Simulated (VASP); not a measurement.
A run of VASP 6.6.1 is set up as follows.

The input INCAR:

```
SYSTEM = Tm3BF
PREC     = Accurate       ! precision mode
ENCUT    = 600            ! plane-wave cutoff, eV
EDIFF    = 1E-6           ! SCF threshold, eV
ISMEAR   = 0              ! smearing method
SIGMA    = 0.1            ! smearing width, eV
LREAL    = .False.        ! projectors in reciprocal space
LASPH    = .True.         ! aspherical terms in the spheres
NELM     = 200            ! most SCF steps
ALGO     = Normal         ! electronic algorithm
ISIF     = 2              ! what is computed and relaxed
LWAVE    = .False.        ! write WAVECAR
LCHARG   = .False.        ! write CHGCAR
GGA      = PE             ! functional
NBANDS   = 26             ! bands
GGA_COMPAT= .False.      
LMAXMIX  = 6              ! l up to which the mixer works
```

KPOINTS

```
regular mesh
0
Gamma
  4 4 4
  0 0 0
```

File POSCAR:

```
Tm3BF
1.0
    4.3739396900      0.0000000000      0.0000000000
    0.0000000000      4.3739396900      0.0000000000
    0.0000000000      0.0000000000      4.3675217300
Tm B F
3 1 1
Direct
    0.5000000000      0.0000000000      0.4853650000
    0.5000000000      0.5000000000      0.9850419800
    0.0000000000      0.5000000000      0.4853650000
    0.5000000000      0.5000000000      0.4850699900
    0.0000000000      0.0000000000      0.9967579800
```

Potentials or basis: VASP PAW PBE potentials, release 64 (Tm_3, B, F), 4f in core.

Command:

```bash
$ cat potpaw_PBE.64/Tm_3/POTCAR potpaw_PBE.64/B/POTCAR potpaw_PBE.64/F/POTCAR > POTCAR
$ mpirun -np 1 vasp_std > vasp.out
```

Q: What does it give for the band gap on the k mesh?

A: Zero (an odd number of electrons rules out a gap without spin polarisation).

Q: Predict the largest force.

A: 0.147 eV/Å.

Q: Estimate the pressure.

A: 38.1 GPa.

Forces on the atoms (eV/Å):
```
Tm   0.000  0.000 -0.079
Tm   0.000  0.000  0.038
Tm   0.000  0.000 -0.079
B    0.000  0.000 -0.026
F    0.000  0.000  0.147
```

Caveat: the cell stands under pressure; spin-orbit coupling is left out, which moves the levels of the heavy elements; the 4f electrons are frozen in the core, so they carry no moment and show no levels; an odd number of electrons without spin polarisation forces a metal; a magnetic or distorted state may lie lower; the run has no spin polarisation, though such a crystal can be magnetic. Spin polarisation is off, so any magnetic state and its effect on volume and gap are missing.
